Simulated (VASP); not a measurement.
The system is LaPPd3.

```xyz
20
Lattice="-4.5159 4.5159 4.5159 4.5159 -4.5159 4.5159 4.5159 4.5159 -4.5159" Properties=species:S:1:pos:R:3 pbc="T T T"
La    0.0000    0.0000    0.0000
La    4.5159    0.0000    0.0000
La    0.0000    4.5159    0.0000
La    0.0000    0.0000    4.5159
Pd    2.4331    2.4331    0.4263
Pd   -2.0827    2.0827    4.0896
Pd    2.0827    2.0827    4.9421
Pd    2.0827   -2.0827    4.0896
Pd    0.4263    2.4331    2.4331
Pd   -0.4263    2.4331    6.5986
Pd    4.9421    2.0827    2.0827
Pd    4.0896    2.0827   -2.0827
Pd    2.4331    0.4263    2.4331
Pd    2.0827    4.0896   -2.0827
Pd    2.0827    4.9421    2.0827
Pd    2.4331   -0.4263    6.5986
P     2.7682    2.7682    2.7682
P    -1.7476    1.7476    1.7476
P     1.7476    1.7476   -1.7476
P     1.7476   -1.7476    1.7476
```

```yaml
Program: VASP 6.6.1
Task: relaxation of cell and atoms
Functional: PBE
Potentials_or_basis: VASP PAW PBE potentials, release 64 (La, Pd, P)
Cutoff: 600 eV
k_mesh: 6 × 6 × 6
Occupations: gaussian, width 0.1 eV
Spin: no spin polarisation
```

At the start: pressure 4.0 GPa; volume 18.42 Å³/atom.

Problem. Where does the relaxation end?

Solution. Over 22 steps the energy falls by 9.5 meV/atom and the volume is 18.90 Å³/atom (+2.6 %); space group I-43m (No. 217, to 0.1 Å) before and after.

The path:
| step | energy change (eV) | largest force (eV/Å) | pressure (GPa) | volume (Å³) |
| --- | --- | --- | --- | --- |
| 1 | 0.0000 | 0.6495 | 3.99 | 368.37 |
| 2 | 0.0183 | 0.0675 | -4.22 | 393.38 |
| 3 | -0.1677 | 0.2603 | -0.32 | 380.16 |
| 4 | -0.1677 | 0.2653 | -0.23 | 379.93 |
| 5 | -0.1804 | 0.1568 | -0.05 | 378.95 |
| 6 | -0.1840 | 0.0572 | 0.14 | 378.08 |
| 7 | -0.1859 | 0.0471 | -0.13 | 378.81 |
| 8 | -0.1859 | 0.0460 | -0.35 | 379.39 |
| 9 | -0.1861 | 0.0465 | -0.26 | 379.14 |
| 10 | -0.1873 | 0.0382 | -0.19 | 378.89 |
| 11 | -0.1892 | 0.0243 | -0.01 | 378.12 |
| 12 | -0.1892 | 0.0252 | 0.02 | 378.00 |
| 13 | -0.1892 | 0.0245 | 0.02 | 378.04 |
| 14 | -0.1894 | 0.0217 | 0.00 | 378.07 |
| 15 | -0.1898 | 0.0122 | -0.04 | 378.18 |
| 16 | -0.1896 | 0.0237 | -0.10 | 378.39 |
| 17 | -0.1899 | 0.0106 | -0.06 | 378.25 |
| 18 | -0.1899 | 0.0117 | 0.07 | 377.80 |
| 19 | -0.1900 | 0.0104 | 0.02 | 377.97 |
| 20 | -0.1900 | 0.0103 | 0.03 | 377.95 |
| 21 | -0.1900 | 0.0108 | 0.02 | 377.96 |
| 22 | -0.1900 | 0.0035 | 0.00 | 378.01 |

Final structure:
```xyz
20
Lattice="-4.5549 4.5549 4.5549 4.5549 -4.5549 4.5549 4.5549 4.5549 -4.5549" Properties=species:S:1:pos:R:3 pbc="T T T"
La    0.0000    0.0000    0.0000
La    4.5549    0.0000    0.0000
La    0.0000    4.5549    0.0000
La    0.0000    0.0000    4.5549
Pd    2.4600    2.4600    0.4285
Pd   -2.0950    2.0950    4.1264
Pd    2.0950    2.0950    4.9834
Pd    2.0950   -2.0950    4.1264
Pd    0.4285    2.4600    2.4600
Pd   -0.4285    2.4600    6.6499
Pd    4.9834    2.0950    2.0950
Pd   -0.4285    6.6499    2.4600
Pd    2.4600    0.4285    2.4600
Pd    6.6499   -0.4285    2.4600
Pd    2.0950    4.9834    2.0950
Pd   -2.0950    4.1264    2.0950
P     2.8260    2.8260    2.8260
P    -1.7290    1.7290    1.7290
P     1.7290    1.7290   -1.7290
P     1.7290   -1.7290    1.7290
```
